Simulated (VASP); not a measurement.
Write the native input for VASP 6.6.1 that does the following.

```yaml
Task: single point
Functional: PBE
Potentials_or_basis: VASP PAW PBE potentials, release 64 (Ca_sv)
Cutoff: 520 eV
k_mesh: 13 × 13 × 13
Occupations: fermi-dirac, width 0.08 eV
Spin: no spin polarisation
Dipole_correction: no
Further_INCAR_settings: ALGO = Normal; EDIFF = 1e-06; NBANDS = 11
```

The structure of Ca lies in POSCAR:

```
Ca
1.0
   -2.1904079708      2.1904079708      2.1904079708
    2.1904079708     -2.1904079708      2.1904079708
    2.1904079708      2.1904079708     -2.1904079708
Ca
1
Direct
    0.0000000000      0.0000000000      0.0000000000
```

This isn't the form of Ca at room conditions, which is fcc.

These files were run (other wordings do the same):

INCAR

```
PREC = Accurate
ENCUT = 520
EDIFF = 1E-6
ISMEAR = -1
SIGMA = 0.08
LREAL = False
LASPH = True
NELM = 100
ALGO = Normal
ISIF = 2
LWAVE = False
LCHARG = True
GGA = PE
LELF = True
LVHAR = True
NBANDS = 11
```

KPOINTS

```
Automatic mesh
0
Gamma
  13 13 13
```

Potentials or basis: VASP PAW PBE potentials, release 64 (Ca_sv).

Run with:

```sh
$ cat potpaw_PBE.64/Ca_sv/POTCAR > POTCAR
$ mpirun -np 1 vasp_std > vasp.out
```

Results of the run:

- Pressure: 0.1 GPa
- Band gap on the k mesh: zero (bands 5 and 6 overlap by 0.22 eV)

It took 27 s on 1 thread of Intel Xeon 8259CL, on a shared host, peak memory 0.18 GiB.
